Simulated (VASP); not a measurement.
Write the native input for VASP 6.6.1 that does the following.

```
Task                   : single point
Functional             : PBEsol
Potentials or basis    : VASP PAW PBE potentials, release 64 (Te, Mo_sv)
Cutoff                 : 500 eV
k mesh                 : 9 × 9 × 2
Occupations            : methfessel-paxton, width 0.05 eV
Spin                   : no spin polarisation
Dipole correction      : no
Further INCAR settings : ALGO = Normal; EDIFF = 1e-06; NBANDS = 20
```

The structure of Te2Mo lies in POSCAR:

```
Te2Mo
1.0
    3.5602300000      0.0000000000      0.0000000000
   -1.7801150000      3.0832496233      0.0000000000
    0.0000000000      0.0000000000     17.5240600000
Te Mo
2 1
Direct
    0.3333333333      0.6666666667      0.8978600000
    0.3333333333      0.6666666667      0.1021400000
    0.0000000000      0.0000000000      0.0000000000
```

These files were run (other wordings do the same):

INCAR

```
SYSTEM = Te2Mo
PREC     = Accurate       ! precision mode
ENCUT    = 500            ! plane-wave cutoff, eV
EDIFF    = 1E-6           ! SCF threshold, eV
ISMEAR   = 1              ! smearing method
SIGMA    = 0.05           ! smearing width, eV
LREAL    = .False.        ! projectors in reciprocal space
LASPH    = .True.         ! aspherical terms in the spheres
NELM     = 120            ! most SCF steps
ALGO     = Normal         ! electronic algorithm
ISIF     = 2              ! what is computed and relaxed
LWAVE    = .False.        ! write WAVECAR
LCHARG   = .False.        ! write CHGCAR
GGA      = PS             ! functional
NBANDS   = 20             ! bands
GGA_COMPAT= .False.
```

KPOINTS

```
Automatic mesh
0
Gamma
  9 9 2
  0 0 0
```

Potentials or basis: VASP PAW PBE potentials, release 64 (Te, Mo_sv).

Run with:

```sh
$ cat potpaw_PBE.64/Te/POTCAR potpaw_PBE.64/Mo_sv/POTCAR > POTCAR
$ mpirun -np 1 vasp_std > vasp.out
```

Results of the run:

```yaml
Largest_force: 0.144 eV/Å
Band_gap_on_the_k_mesh: 1.05 eV
```

Caveat: the PAW data sets were made with another functional, which shifts forces and pressure a little; spin-orbit coupling is left out, which moves the levels of the heavy elements.

Run time: 81 s on 1 thread of AMD EPYC 9R45 96-Core Processor (Zen 5), with other jobs on the host, peak memory 0.3 GiB.
